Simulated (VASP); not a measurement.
# Ga (Cmce) in VASP: further runs

The runs below take Ga through single point, relaxation of cell and atoms, relaxation of shape and atoms at fixed volume, with PBEsol.

All numbers are computed with VASP 6.6.1; they aren't measurements. Logs are shortened: lines on timing, memory, paths and dates and some standing lists are left out, and cuts for length are marked.

## Step 1: The cell of the first run

Symmetry: Cmce, No. 64, orthorhombic system. The conventional cell has a = 4.422 Å, b = 7.530 Å, c = 4.443 Å, α = 90.00°, β = 90.00°, γ = 90.00°. Ga (site symmetry m) has 7 Ga at 2.46 to 2.73 Å within 3.2 Å.

## Step 2: Single point, PBEsol (18.49 Å³/atom)

INCAR reads:

```
PREC = Accurate ; ENCUT = 520
EDIFF = 1E-6 ; ISMEAR = 0
SIGMA = 0.1 ; LREAL = False
LASPH = True ; NELM = 100
ALGO = Fast ; ISIF = 2
LWAVE = False ; LCHARG = True
GGA = PS ; LELF = True
LVHAR = True ; NBANDS = 34
```

KPOINTS reads:

```
regular mesh
0
Gamma
  12 12 10
```

POSCAR reads:

```
Ga
1.0
    2.2109360956     -3.7650392380      0.0000000000
    2.2109360956      3.7650392380      0.0000000000
    0.0000000000      0.0000000000      4.4426701950
Ga
4
Direct
    0.8442600414      0.1557399586      0.0830629792
    0.6557399586      0.3442600414      0.5830629792
    0.1557399586      0.8442600414      0.9169370208
    0.3442600414      0.6557399586      0.4169370208
```

Potentials or basis: VASP PAW PBE potentials, release 64 (Ga_d).

Launch:

```sh
> cat potpaw_PBE.64/Ga_d/POTCAR > POTCAR
> mpirun -np 1 vasp_std > vasp.out
```

OUTCAR:

```text
PREC = Accurate
   ENCUT = 520
   EDIFF = 1E-6
   ISMEAR = 0
   LREAL = False
   LASPH = True
   NELM = 100
   ISIF = 2
   GGA = PS

 ion  position               nearest neighbor table
   1  0.844  0.156  0.083-   3 2.46   2 2.64   2 2.64   4 2.66   4 2.66   3 2.73   3 2.73
   2  0.656  0.344  0.583-   4 2.46   1 2.64   1 2.64   3 2.66   3 2.66   4 2.73   4 2.73
   3  0.156  0.844  0.917-   1 2.46   4 2.64   4 2.64   2 2.66   2 2.66   1 2.73   1 2.73
   4  0.344  0.656  0.417-   2 2.46   3 2.64   3 2.64   1 2.66   1 2.66   2 2.73   2 2.73

  LATTYP: Found a base centered orthorhombic cell.
 ALAT       =     4.4218721912
 B/A-ratio  =     1.7029163554
 C/A-ratio  =     1.0047034385

  Lattice vectors:

 A1 = (   2.2109360956,  -3.7650392380,   0.0000000000)
 A2 = (   2.2109360956,   3.7650392380,   0.0000000000)
 A3 = (   0.0000000000,   0.0000000000,   4.4426701950)

Analysis of symmetry for initial positions (statically):
=====================================================================
 Subroutine PRICEL returns:
 Original cell was already a primitive cell.

 Routine SETGRP: Setting up the symmetry group for a
 base centered orthorhombic supercell.

 Subroutine GETGRP returns: Found  8 space group operations
 (whereof  4 operations were pure point group operations)
 out of a pool of  8 trial point group operations.

The static configuration has the point symmetry C_2h.
 The point group associated with its full space group is D_2h.

Analysis of symmetry for dynamics (positions and initial velocities):
=====================================================================
 Subroutine PRICEL returns:
 Original cell was already a primitive cell.

 Routine SETGRP: Setting up the symmetry group for a
 base centered orthorhombic supercell.

 Subroutine GETGRP returns: Found  8 space group operations
 (whereof  4 operations were pure point group operations)
 out of a pool of  8 trial point group operations.

The dynamic configuration has the point symmetry C_2h.
 The point group associated with its full space group is D_2h.

 Subroutine INISYM returns: Found  8 space group operations
 (whereof  4 operations are pure point group operations),
 and found     1 'primitive' translations

----------------------------------------------------------------------------------------

                                     Primitive cell

  volume of cell :      73.9639

  direct lattice vectors                    reciprocal lattice vectors
     2.210936096 -3.765039238  0.000000000     0.226148554 -0.132800741  0.000000000
     2.210936096  3.765039238  0.000000000     0.226148554  0.132800741  0.000000000
     0.000000000  0.000000000  4.442670195     0.000000000  0.000000000  0.225089857

  length of vectors
     4.366206464  4.366206464  4.442670195     0.262257898  0.262257898  0.225089857

  position of ions in fractional coordinates (direct lattice)
     0.844260041  0.155739959  0.083062979
     0.655739959  0.344260041  0.583062979
     0.155739959  0.844260041  0.916937021
     0.344260041  0.655739959  0.416937021

  ion indices of the primitive-cell ions
   primitive index   ion index
                 1           1
                 2           2
                 3           3
                 4           4

----------------------------------------------------------------------------------------

 KPOINTS: regular mesh

Automatic generation of k-mesh.
 Grid dimensions read from file:
 generate k-points for:   12   12   10

 Generating k-lattice:

  Cartesian coordinates                     Fractional coordinates (reciprocal lattice)
     0.018845713 -0.011066728  0.000000000     0.083333333  0.000000000  0.000000000
     0.018845713  0.011066728  0.000000000     0.000000000  0.083333333  0.000000000
     0.000000000  0.000000000  0.022508986     0.000000000  0.000000000  0.100000000

  Length of vectors
     0.021854825  0.021854825  0.022508986

  Shift w.r.t. Gamma in fractional coordinates (k-lattice)
     0.000000000  0.000000000  0.000000000

 Subroutine IBZKPT returns following result:
 ===========================================

 Found    258 irreducible k-points:

 Following reciprocal coordinates:
            Coordinates               Weight
  0.000000  0.000000  0.000000      1.000000
  0.083333 -0.000000  0.000000      4.000000
  0.166667  0.000000  0.000000      4.000000
  0.250000 -0.000000  0.000000      4.000000
  0.333333  0.000000  0.000000      4.000000
  0.416667  0.000000  0.000000      4.000000
[... 16 lines left out ...]
  0.500000  0.166667  0.000000      4.000000
 -0.416667  0.166667  0.000000      4.000000
 [... further k-points ...]
   k-points           NKPTS =    258   k-points in BZ     NKDIM =    258   number of bands    NBANDS=     34
   number of dos      NEDOS =    301   number of ions     NIONS =      4
   total plane-waves  NPLWV =  36864
   dimension x,y,z NGX =    32 NGY =   32 NGZ =   36
   dimension x,y,z NGXF=    64 NGYF=   64 NGZF=   72
   ions per type =               4
   NGX,Y,Z   is equivalent  to a cutoff of  12.18, 12.18, 13.47 a.u.
   NGXF,Y,Z  is equivalent  to a cutoff of  24.37, 24.37, 26.94 a.u.
 SYSTEM =  unknown system
   PREC   = accura    normal or accurate (medium, high low for compatibility)
   ISTART =      0    job   : 0-new  1-cont  2-samecut
   ICHARG =      2    charge: 1-file 2-atom 10-const
   ISPIN  =      1    spin polarized calculation?
   LNONCOLLINEAR =      F non collinear calculations
   LSORBIT =      F    spin-orbit coupling
   LASPH  =      T    aspherical Exc in radial PAW
   ENCUT  =  520.0 eV  38.22 Ry    6.18 a.u.   8.12  8.12  8.26*2*pi/ulx,y,z
   NELM   =    100;   NELMIN=  2; NELMDL= -5     # of ELM steps
   EDIFF  = 0.1E-05   stopping-criterion for ELM
   LREAL  =      F    real-space projection
   EDIFFG = 0.1E-04   stopping-criterion for IOM
   NSW    =      0    number of steps for IOM
   IBRION =     -1    ionic relax: 0-MD 1-quasi-New 2-CG
   NFREE  =      0    steps in history (QN), initial steepest desc. (CG)
   ISIF   =      2    stress and relaxation
   ISYM   =      2    0-nonsym 1-usesym 2-fastsym
   POTIM  = 0.5000    time-step for ionic-motion
   TEBEG  =    0.0;   TEEND  =   0.0 temperature during run
   PSTRESS=    0.0 pullay stress
   NELECT =      52.0000    total number of electrons
   NUPDOWN=      -1.0000    fix difference up-down
   EMIN   =  10.00;   EMAX   =-10.00  energy-range for DOS
   EFERMI =   0.00;   METHOD = LEGACY
   ISMEAR =     0;   SIGMA  =   0.10  broadening in eV -4-tet -1-fermi 0-gaus
   EFERMI_NEDOS =   21; number of points for ismear=-14 and -15
   IALGO  =     68    algorithm
   IMIX   =      4    mixing-type and parameters
     AMIX     =   0.40;   BMIX     =  1.00
     AMIX_MAG =   1.60;   BMIX_MAG =  1.00
  volume/ion in A,a.u.               =      18.49       124.78
  Fermi-wavevector in a.u.,A,eV,Ry     =   1.455692  2.750858 28.831260  2.119038
  Thomas-Fermi vector in A             =   2.572697
   LORBIT       =      0    0 simple, 1 ext, 2 COOP (PROOUT), +10 PAW based schemes
   GGA     = PS    functional components
   LHFCALC =     F    Hartree Fock is set to
   AEXX    =    0.0000 exact exchange contribution
   IVDW    =     0    specifies the selected vdW correction
   LEPSILON=     F    determine dielectric tensor
   LRPA    =     F    only Hartree local field effects (RPA)
 non-spin polarized calculation
 RMM-DIIS sequential band-by-band and
 Gauss-broadening in eV      SIGMA  =   0.10
  energy-cutoff  :      520.00
  volume of cell :       73.96
 maximum number of plane-waves:      2011
   NGX = 17   NGY = 17   NGZ = 17

 number of electron      52.0000021 magnetization

 Free energy of the ion-electron system (eV)
  ---------------------------------------------------
  ext. energy  EPLUGINS =         0.00000000
  ---------------------------------------------------
  free energy    TOTEN  =       -13.39887074 eV

  energy without entropy =      -13.39550265  energy(sigma->0) =      -13.39718669

 E-fermi :   5.3592     XC(G=0): -11.0908

 val. band max:        5.3579212815   @ k =   0.0000   0.0000   0.5000
 cond. band min:       5.3604027536   @ k =   0.3333   0.3333   0.0000
 fundamental gap:      0.0024814721
 Fermi energy:         5.3591776306

 k-point     1 :       0.0000    0.0000    0.0000
  band No.  band energies     occupation
      1      -9.7999      2.00000
      2      -9.7901      2.00000
      3      -9.7477      2.00000
      4      -9.7290      2.00000
      5      -9.7110      2.00000
      6      -9.6854      2.00000
[... 26 lines left out ...]
     33      12.3942      0.00000
     34      13.1707      0.00000

 k-point     2 :       0.0833   -0.0000    0.0000
  band No.  band energies     occupation
      1      -9.8018      2.00000
      2      -9.7865      2.00000
      3      -9.7499      2.00000
      4      -9.7327      2.00000
      5      -9.7049      2.00000
      6      -9.6834      2.00000
[... 26 lines left out ...]
     33      12.6685      0.00000
     34      13.0482      0.00000

 k-point     3 :       0.1667    0.0000    0.0000
  band No.  band energies     occupation
      1      -9.8043      2.00000
      2      -9.7764      2.00000
      3      -9.7573      2.00000
      4      -9.7414      2.00000
      5      -9.6941      2.00000
      6      -9.6728      2.00000
[... 26 lines left out ...]
     33      12.0843      0.00000
     34      12.9526      0.00000

 k-point     4 :       0.2500   -0.0000    0.0000
  band No.  band energies     occupation
      1      -9.8032      2.00000
      2      -9.7670      2.00000
      3      -9.7634      2.00000
      4      -9.7492      2.00000
      5      -9.6922      2.00000
      6      -9.6564      2.00000
[... 26 lines left out ...]
     33      11.6912      0.00000
     34      12.8083      0.00000

 k-point     5 :       0.3333    0.0000    0.0000
  band No.  band energies     occupation
      1      -9.7986      2.00000
      2      -9.7707      2.00000
      3      -9.7664      2.00000
      4      -9.7385      2.00000
      5      -9.6965      2.00000
      6      -9.6911      2.00000
[... 621 lines left out ...]
 k-point    22 :       0.4167    0.1667    0.0000
  band No.  band energies     occupation
      1      -9.8245      2.00000
      2      -9.7943      2.00000
      3      -9.7557      2.00000
      4      -9.7282      2.00000
      5      -9.7187      2.00000
      6      -9.6544      2.00000
[... 26 lines left out ...]
     33      12.7367      0.00000
     34      14.1912      0.00000

 k-point    23 :       0.5000    0.1667    0.0000
  band No.  band energies     occupation
      1      -9.8204      2.00000
      2      -9.8073      2.00000
      3      -9.7502      2.00000
      4      -9.7224      2.00000
      5      -9.7110      2.00000
      6      -9.6586      2.00000
[... 26 lines left out ...]
     33      12.8119      0.00000
     34      14.4418      0.00000

 k-point    24 :      -0.4167    0.1667    0.0000
  band No.  band energies     occupation
      1      -9.8134      2.00000
      2      -9.8120      2.00000
      3      -9.7406      2.00000
      4      -9.7310      2.00000
      5      -9.7175      2.00000
      6      -9.6635      2.00000
[... 26 lines left out ...]
     33      12.9630      0.00000
     34      13.9343      0.00000

 [... further k-points ...]

------------------------ aborting loop because EDIFF is reached ----------------------------------------

  FORCE on cell =-STRESS in cart. coord.  units (eV):
  Direction    XX          YY          ZZ          XY          YZ          ZX
  --------------------------------------------------------------------------------------
  -------------------------------------------------------------------------------------
  Total        0.9446423      0.9183264      0.9710855      0.0000000      0.0000000      0.0000000
  in kB       20.4624767     19.8924314     21.0352791      0.0000000      0.0000000      0.0000000
  external PRESSURE =      20.4633957 kB  Pullay stress =       0.0000000 kB

 VOLUME and BASIS-vectors are now :
 -----------------------------------------------------------------------------
  energy-cutoff  :      520.00
  volume of cell :       73.96
      direct lattice vectors                 reciprocal lattice vectors
     2.210936096 -3.765039238  0.000000000     0.226148554 -0.132800741  0.000000000
     2.210936096  3.765039238  0.000000000     0.226148554  0.132800741  0.000000000
     0.000000000  0.000000000  4.442670195     0.000000000  0.000000000  0.225089857

 POSITION                                       TOTAL-FORCE (eV/Angst)
 -----------------------------------------------------------------------------------
      2.21094     -2.59231      0.36902         0.000000     -0.006398      0.000428
      2.21094     -1.17273      2.59036         0.000000      0.006398      0.000428
      2.21094      2.59231      4.07365         0.000000      0.006398     -0.000428
      2.21094      1.17273      1.85231         0.000000     -0.006398     -0.000428
 -----------------------------------------------------------------------------------
    total drift:                               -0.000000     -0.000000      0.000000

  FREE ENERGIE OF THE ION-ELECTRON SYSTEM (eV)
  ---------------------------------------------------
  free  energy   TOTEN  =       -13.3988707405 eV

  energy  without entropy=      -13.3955026452  energy(sigma->0) =      -13.39718669
```

It took 4.2 min on 1 thread of Intel Xeon 6975P-C (Granite Rapids), shared host; peak memory 0.53 GiB.

What came out:

* Free energy: -13.3989 eV
* Pressure: 2.0 GPa
* Largest force: 0.006 eV/Å
* Band gap on the k mesh: zero (bands 26 and 27 overlap by 1.37 eV)

Forces on the atoms (eV/Å):
```
Ga   0.000 -0.006  0.000
Ga   0.000  0.006  0.000
Ga   0.000  0.006  0.000
Ga   0.000 -0.006  0.000
```

Stress tensor (GPa, compression positive):
```
2.05 0.00 0.00
0.00 1.99 0.00
0.00 0.00 2.10
```

Levels at points of the mesh, in eV from the Fermi level:
```tsv
k point	band 22	band 23	band 24	band 25	band 26	band 27	band 28	band 29	band 30	band 31
(0.00, 0.00, 0.00)	-4.19	-3.84	-1.81	-1.55	-0.80	0.95	1.04	1.09	5.43	5.63
(0.50, 0.00, 0.00)	-8.85	-3.45	-3.45	-1.42	-1.42	0.79	0.79	4.38	4.38	5.53
(0.50, 0.50, 0.00)	-7.49	-4.03	-3.44	-1.68	-1.61	1.11	1.20	3.65	3.96	4.44
(0.00, 0.00, 0.50)	-9.50	0.00	0.00	0.09	0.09	0.14	0.14	2.15	2.15	4.00
(0.50, 0.00, 0.50)	-7.31	-6.46	-6.46	-1.62	-1.62	0.57	0.57	7.59	7.59	8.18
(0.50, 0.50, 0.50)	-7.77	-5.49	-5.49	-1.33	-1.33	-0.89	-0.89	7.04	7.04	8.33
```

Caveat: the PAW data sets were made with another functional, which shifts forces and pressure a little.

## Step 3: Relaxation of cell and atoms, PBEsol

This run uses another cell than the first one, of 19.59 Å³/atom.

INCAR reads:

```
ALGO     = Fast           # electronic algorithm
EDIFF    = 1E-6           # SCF threshold, eV
EDIFFG   = -0.005         # ionic threshold
ENCUT    = 600            # plane-wave cutoff, eV
GGA      = PS             # functional
IBRION   = 2              # ionic algorithm
ISIF     = 3              # what is computed and relaxed
ISMEAR   = 0              # smearing method
LASPH    = T              # aspherical terms in the spheres
LCHARG   = F              # write CHGCAR
LREAL    = F              # projectors in reciprocal space
LWAVE    = F              # write WAVECAR
NELM     = 100            # most SCF steps
NSW      = 100            # ionic steps
PREC     = Accurate       # precision mode
SIGMA    = 0.1            # smearing width, eV
```

KPOINTS reads:

```
k-points
0
Gamma
  12 12 10
```

POSCAR reads:

```
Ga
1.0
    2.2615000000     -3.8305000000      0.0000000000
    2.2615000000      3.8305000000      0.0000000000
    0.0000000000      0.0000000000      4.5240000000
Ga
4
Direct
    0.8451000000      0.1549000000      0.0810000000
    0.6549000000      0.3451000000      0.5810000000
    0.1549000000      0.8451000000      0.9190000000
    0.3451000000      0.6549000000      0.4190000000
```

Potentials or basis: VASP PAW PBE potentials, release 64 (Ga_d).

Launch:

```sh
> cat potpaw_PBE.64/Ga_d/POTCAR > POTCAR
> mpirun -np 1 vasp_std > vasp.out
```

Wall time 75 min (1 thread of Oxide Virtual Turin-like, shared host); peak memory 0.6 GiB.

The run converged. Its results:

```
Free energy                           : -13.4140 eV
Relaxed volume                        : 19.07 Å³/atom
Relaxed cell                          : a = 4.408 Å, b = 4.408 Å, c = 4.492 Å, α = 90.00°, β = 90.00°, γ = 119.06°
Space group after relaxing (to 0.1 Å) : Cmce (No. 64)
Energy gained by relaxing             : 3.4 meV/atom
Ionic steps                           : 14
Pressure after relaxing               : 0.0 GPa
Largest force after relaxing          : 0.003 eV/Å
Band gap on the k mesh                : zero (bands 26 and 27 overlap by 1.37 eV)
```

Forces on the atoms (eV/Å):
```
Ga   0.000  0.002  0.002
Ga   0.000 -0.002  0.002
Ga   0.000 -0.002 -0.002
Ga   0.000  0.002 -0.002
```

The path:
```csv
step,energy change (eV),largest force (eV/Å),pressure (GPa),volume (Å³)
1,0.0000,0.1531,-1.55,78.38
2,-0.0133,0.0142,0.05,76.25
3,-0.0133,0.0210,-0.04,76.30
4,-0.0135,0.0141,-0.01,76.29
5,-0.0136,0.0126,0.00,76.29
6,-0.0136,0.0112,0.00,76.29
7,-0.0137,0.0082,0.00,76.29
8,-0.0137,0.0086,0.00,76.29
9,-0.0137,0.0089,0.00,76.29
10,-0.0137,0.0051,0.03,76.28
11,-0.0138,0.0023,0.09,76.28
12,-0.0138,0.0030,-0.05,76.30
13,-0.0138,0.0071,-0.03,76.29
14,-0.0138,0.0031,0.01,76.30
```

Final structure:
```
Ga
1.0
     2.23516   -3.79936    0.00000
     2.23516    3.79936    0.00000
     0.00000    0.00000    4.49219
Ga
4
Cartesian
  2.2352 -2.6144 0.3712
  2.2352 -1.1850 2.6173
  2.2352 2.6144 4.1210
  2.2352 1.1850 1.8749
```

Levels at points of the mesh, in eV from the Fermi level:
```
           k point  band 24  band 25  band 26  band 27  band 28  band 29
(0.00, 0.00, 0.00)    -1.74    -1.64    -0.74     0.95     1.00     1.12
(0.50, 0.00, 0.00)    -3.42    -1.37    -1.37     0.76     0.76     4.26
(0.50, 0.50, 0.00)    -3.32    -1.71    -1.56     1.12     1.23     3.49
(0.00, 0.00, 0.50)    -0.01     0.02     0.02     0.12     0.12     2.11
(0.50, 0.00, 0.50)    -6.33    -1.54    -1.54     0.56     0.56     7.38
(0.50, 0.50, 0.50)    -5.39    -1.27    -1.27    -0.89    -0.89     6.83
```

Caveat: the PAW data sets were made with another functional, which shifts forces and pressure a little.

(Continued in part 2 of 2.)

The gap in the log of VASP goes by the Fermi energy; the results here count the filled bands.